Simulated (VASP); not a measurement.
# SiAg7Cl8 (a cell with a defect) in VASP: a series of runs, part 3 of 3

VASP 6.6.1. Earlier steps stand in the parts before.

**4. Single point, PBEsol**

Contents of INCAR:

```
PREC = Accurate
ENCUT = 400
EDIFF = 1E-6
ISMEAR = -1
SIGMA = 0.05
LREAL = Auto
LASPH = True
NELM = 120
ALGO = Normal
ISIF = 2
LWAVE = False
LCHARG = False
GGA = PS
NBANDS = 82
NELECT = 135.0
GGA_COMPAT = False
ISYM = -1
```

Contents of KPOINTS:

```
explicit points
4
Reciprocal
  0.25000000   0.25000000   0.25000000 2
  0.25000000   0.25000000   0.75000000 2
  0.25000000   0.75000000   0.25000000 2
  0.25000000   0.75000000   0.75000000 2
```

Contents of POSCAR:

```
SiAg7Cl8
1.0
    0.0000000000      5.4477500000      5.4477500000
    5.4477500000      0.0000000000      5.4477500000
    5.4477500000      5.4477500000      0.0000000000
Cl Ag Si
8 7 1
Direct
    0.7518240000      0.2454330000      0.2532540000
    0.2434030000      0.7517190000      0.7555880000
    0.2508050000      0.7446200000      0.2491020000
    0.7524560000      0.2443530000      0.7454260000
    0.2533390000      0.2500920000      0.7483370000
    0.7521080000      0.7534740000      0.2405980000
    0.2503420000      0.2454290000      0.2520740000
    0.7517960000      0.7527660000      0.7462480000
    0.0004090000      0.0014700000      0.0025550000
    0.9929560000      0.0031000000      0.5008560000
    0.4912310000      0.5055500000      0.0047230000
    0.9953010000      0.4965240000      0.0072360000
    0.5016890000      0.0024820000      0.4998270000
    0.5047240000      0.9999820000      0.9994930000
    0.0002060000      0.5006610000      0.4988040000
    0.4948500000      0.4960150000      0.5091860000
```

Potentials or basis: VASP PAW PBE potentials, release 64 (Cl, Ag, Si).

On the command line:

```sh
> cat potpaw_PBE.64/Cl/POTCAR potpaw_PBE.64/Ag/POTCAR potpaw_PBE.64/Si/POTCAR > POTCAR
> mpirun -np 1 vasp_std > vasp.out
```

OUTCAR:

```text
PREC = Accurate
   ENCUT = 400
   EDIFF = 1E-6
   ISMEAR = -1
   LREAL = Auto
   LASPH = True
   NELM = 120
   ISIF = 2
   GGA = PS
   NELECT = 135.0
   ISYM = -1

 ion  position               nearest neighbor table
   1  0.752  0.245  0.253-  10 2.66  13 2.69  12 2.69   9 2.69  16 2.76  11 2.77
   2  0.243  0.752  0.756-   9 2.71  11 2.71  16 2.74  12 2.74  10 2.75  13 2.77
   3  0.251  0.745  0.249-  11 2.63  15 2.69   9 2.71  16 2.75  14 2.77  10 2.78
   4  0.752  0.244  0.745-  10 2.65  14 2.68  16 2.69  15 2.75   9 2.75  11 2.84
   5  0.253  0.250  0.748-  16 2.66  13 2.70   9 2.73  14 2.74  15 2.74  12 2.75
   6  0.752  0.753  0.241-  14 2.66  12 2.67   9 2.70  15 2.76  13 2.77  16 2.81
[... 8 lines left out ...]
  15  0.000  0.501  0.499-   3 2.69   8 2.72   7 2.73   5 2.74   4 2.75   6 2.76
  16  0.495  0.496  0.509-   5 2.66   4 2.69   2 2.74   3 2.75   1 2.76   6 2.81

IMPORTANT INFORMATION: All symmetrisations will be switched off!
NOSYMM: (Re-)initialisation of all symmetry stuff for point group C_1.

----------------------------------------------------------------------------------------

                                     Primitive cell

  volume of cell :     323.3564

  direct lattice vectors                    reciprocal lattice vectors
     0.000000000  5.447750000  5.447750000    -0.091781011  0.091781011  0.091781011
     5.447750000  0.000000000  5.447750000     0.091781011 -0.091781011  0.091781011
     5.447750000  5.447750000  0.000000000     0.091781011  0.091781011 -0.091781011

  length of vectors
     7.704281934  7.704281934  7.704281934     0.158969373  0.158969373  0.158969373

  position of ions in fractional coordinates (direct lattice)
     0.751824000  0.245433000  0.253254000
     0.243403000  0.751719000  0.755588000
     0.250805000  0.744620000  0.249102000
     0.752456000  0.244353000  0.745426000
     0.253339000  0.250092000  0.748337000
     0.752108000  0.753474000  0.240598000
[... 8 lines left out ...]
     0.000206000  0.500661000  0.498804000
     0.494850000  0.496015000  0.509186000

  ion indices of the primitive-cell ions
   primitive index   ion index
                 1           1
                 2           2
                 3           3
                 4           4
                 5           5
                 6           6
[... 8 lines left out ...]
                15          15
                16          16

----------------------------------------------------------------------------------------

 KPOINTS: explicit points

Read explicit list of k-points.

 Found      4 k-points:

 Following reciprocal coordinates:
            Coordinates               Weight
  0.250000  0.250000  0.250000      0.250000
  0.250000  0.250000  0.750000      0.250000
  0.250000  0.750000  0.250000      0.250000
  0.250000  0.750000  0.750000      0.250000
   k-points           NKPTS =      4   k-points in BZ     NKDIM =      4   number of bands    NBANDS=     82
   number of dos      NEDOS =    301   number of ions     NIONS =     16
   total plane-waves  NPLWV = 125000
   dimension x,y,z NGX =    50 NGY =   50 NGZ =   50
   dimension x,y,z NGXF=   100 NGYF=  100 NGZF=  100
   ions per type =               8   7   1
   NGX,Y,Z   is equivalent  to a cutoff of  10.79, 10.79, 10.79 a.u.
   NGXF,Y,Z  is equivalent  to a cutoff of  21.58, 21.58, 21.58 a.u.
 SYSTEM =  unknown system
   PREC   = accura    normal or accurate (medium, high low for compatibility)
   ISTART =      0    job   : 0-new  1-cont  2-samecut
   ICHARG =      2    charge: 1-file 2-atom 10-const
   ISPIN  =      1    spin polarized calculation?
   LNONCOLLINEAR =      F non collinear calculations
   LSORBIT =      F    spin-orbit coupling
   LASPH  =      T    aspherical Exc in radial PAW
   ENCUT  =  400.0 eV  29.40 Ry    5.42 a.u.  12.56 12.56 12.56*2*pi/ulx,y,z
   NELM   =    120;   NELMIN=  2; NELMDL= -5     # of ELM steps
   EDIFF  = 0.1E-05   stopping-criterion for ELM
   LREAL  =      T    real-space projection
   EDIFFG = 0.1E-04   stopping-criterion for IOM
   NSW    =      0    number of steps for IOM
   IBRION =     -1    ionic relax: 0-MD 1-quasi-New 2-CG
   NFREE  =      0    steps in history (QN), initial steepest desc. (CG)
   ISIF   =      2    stress and relaxation
   ISYM   =     -1    0-nonsym 1-usesym 2-fastsym
   POTIM  = 0.5000    time-step for ionic-motion
   TEBEG  =    0.0;   TEEND  =   0.0 temperature during run
   PSTRESS=    0.0 pullay stress
   NELECT =     135.0000    total number of electrons
   NUPDOWN=      -1.0000    fix difference up-down
   EMIN   =  10.00;   EMAX   =-10.00  energy-range for DOS
   EFERMI =   0.00;   METHOD = LEGACY
   ISMEAR =    -1;   SIGMA  =   0.05  broadening in eV -4-tet -1-fermi 0-gaus
   EFERMI_NEDOS =   21; number of points for ismear=-14 and -15
   IALGO  =     38    algorithm
   IMIX   =      4    mixing-type and parameters
     AMIX     =   0.40;   BMIX     =  1.00
     AMIX_MAG =   1.60;   BMIX_MAG =  1.00
  volume/ion in A,a.u.               =      20.21       136.38
  Fermi-wavevector in a.u.,A,eV,Ry     =   1.223561  2.312195 20.369299  1.497101
  Thomas-Fermi vector in A             =   2.358667
   LORBIT       =      0    0 simple, 1 ext, 2 COOP (PROOUT), +10 PAW based schemes
   GGA     = PS    functional components
   LHFCALC =     F    Hartree Fock is set to
   AEXX    =    0.0000 exact exchange contribution
   IVDW    =     0    specifies the selected vdW correction
   LEPSILON=     F    determine dielectric tensor
   LRPA    =     F    only Hartree local field effects (RPA)
 non-spin polarized calculation
  energy-cutoff  :      400.00
  volume of cell :      323.36
 maximum number of plane-waves:      5901
 NGX is ok and might be reduce to    50
   NGX = 25   NGY = 25   NGZ = 25

 number of electron     135.0000001 magnetization

 Free energy of the ion-electron system (eV)
  ---------------------------------------------------
  ext. energy  EPLUGINS =         0.00000000
  ---------------------------------------------------
  free energy    TOTEN  =       -59.27982804 eV

  energy without entropy =      -59.14916598  energy(sigma->0) =      -59.21449701

 E-fermi :   4.1312     XC(G=0): -10.3173

 val. band max:        4.0980479371   @ k =   0.2500   0.2500   0.2500
 cond. band min:       6.0967696883   @ k =   0.2500   0.2500   0.2500
 fundamental gap:      1.9987217512
 Fermi energy:         4.1311569866

 k-point     1 :       0.2500    0.2500    0.2500
  band No.  band energies     occupation
      1     -11.1697      2.00000
      2     -10.8125      2.00000
      3     -10.7655      2.00000
      4     -10.7153      2.00000
      5     -10.6638      2.00000
      6     -10.6161      2.00000
[... 71 lines left out ...]
     78       9.6521      0.00000
     79       9.8638      0.00000

 k-point     2 :       0.2500    0.2500    0.7500
  band No.  band energies     occupation
      1     -11.0287      2.00000
      2     -10.8949      2.00000
      3     -10.7947      2.00000
      4     -10.7382      2.00000
      5     -10.6704      2.00000
      6     -10.6331      2.00000
[... 71 lines left out ...]
     78       9.4146      0.00000
     79      10.2644      0.00000

 k-point     3 :       0.2500    0.7500    0.2500
  band No.  band energies     occupation
      1     -11.0353      2.00000
      2     -10.8644      2.00000
      3     -10.7970      2.00000
      4     -10.7727      2.00000
      5     -10.6812      2.00000
      6     -10.6053      2.00000
[... 71 lines left out ...]
     78       9.4253      0.00000
     79      10.2689      0.00000

 k-point     4 :       0.2500    0.7500    0.7500
  band No.  band energies     occupation
      1     -11.0282      2.00000
      2     -10.8969      2.00000
      3     -10.7858      2.00000
      4     -10.7390      2.00000
      5     -10.6914      2.00000
      6     -10.6173      2.00000
[... 71 lines left out ...]
     78       9.4200      0.00000
     79      10.2655      0.00000
 [bands above 79 left out]

------------------------ aborting loop because EDIFF is reached ----------------------------------------

  FORCE on cell =-STRESS in cart. coord.  units (eV):
  Direction    XX          YY          ZZ          XY          YZ          ZX
  --------------------------------------------------------------------------------------
  -------------------------------------------------------------------------------------
  Total      -24.5062722    -24.5451448    -24.5465141     -0.1573193     -0.1968801     -0.1979994
  in kB     -121.4245024   -121.6171094   -121.6238940     -0.7794912     -0.9755079     -0.9810540
  external PRESSURE =    -121.5551686 kB  Pullay stress =       0.0000000 kB

 VOLUME and BASIS-vectors are now :
 -----------------------------------------------------------------------------
  energy-cutoff  :      400.00
  volume of cell :      323.36
      direct lattice vectors                 reciprocal lattice vectors
     0.000000000  5.447750000  5.447750000    -0.091781011  0.091781011  0.091781011
     5.447750000  0.000000000  5.447750000     0.091781011 -0.091781011  0.091781011
     5.447750000  5.447750000  0.000000000     0.091781011  0.091781011 -0.091781011

 POSITION                                       TOTAL-FORCE (eV/Angst)
 -----------------------------------------------------------------------------------
      2.71672      5.47541      5.43281         0.200791     -0.171896      0.034370
      8.21143      5.44225      5.42118        -0.352177      0.012330      0.059182
      5.41355      2.72337      5.42283         0.125393      0.251124      0.035924
      5.39207      8.16009      5.43037         0.274525     -0.259424      0.133298
      5.43919      5.45688      2.74257         0.074831      0.004935      0.269628
      5.41546      5.40801      8.20203         0.111141      0.109296     -0.247665
[... 8 lines left out ...]
      5.44484      2.71848      2.72860         0.011121     -0.054388     -0.053001
      5.47608      5.46974      5.39798         0.028377     -0.008344      0.004705
 -----------------------------------------------------------------------------------
    total drift:                               -0.000677      0.000182      0.000153

  FREE ENERGIE OF THE ION-ELECTRON SYSTEM (eV)
  ---------------------------------------------------
  free  energy   TOTEN  =       -59.2798280437 eV

  energy  without entropy=      -59.1491659752  energy(sigma->0) =      -59.21449701
```

Wall time 4.5 min (1 thread of Intel Xeon 8259CL, shared host); peak memory 0.36 GiB.

What came out:

```yaml
Free_energy: -59.2798 eV
Largest_force: 0.401 eV/Å
```

Forces on the atoms (eV/Å):
```
Cl   0.201 -0.172  0.034
Cl  -0.352  0.012  0.059
Cl   0.125  0.251  0.036
Cl   0.275 -0.259  0.133
Cl   0.075  0.005  0.270
Cl   0.111  0.109 -0.248
Cl   0.004  0.027  0.008
Cl  -0.068  0.007 -0.139
Ag  -0.020 -0.029 -0.024
Ag  -0.142  0.123  0.048
Ag  -0.153  0.030  0.035
Ag  -0.017 -0.015  0.054
Ag  -0.095 -0.008 -0.108
Ag   0.018 -0.019 -0.109
Ag   0.011 -0.054 -0.053
Si   0.028 -0.008  0.005
```

Levels at points of the mesh, in eV from the Fermi level:
```tsv
k point	band 65	band 66	band 67	band 68	band 69	band 70	band 71	band 72
(0.25, 0.25, 0.25)	-0.14	-0.11	-0.04	-0.03	1.97	2.31	2.95	3.00
```

Caveat: the cell carries a net charge on a neutralising background, which shifts energy and pressure; the cell is charged against a uniform background, so pressure and absolute levels hang on convention; the PAW data sets were made with another functional, which shifts forces and pressure a little; an odd number of electrons without spin polarisation forces a metal; a magnetic or distorted state may lie lower.
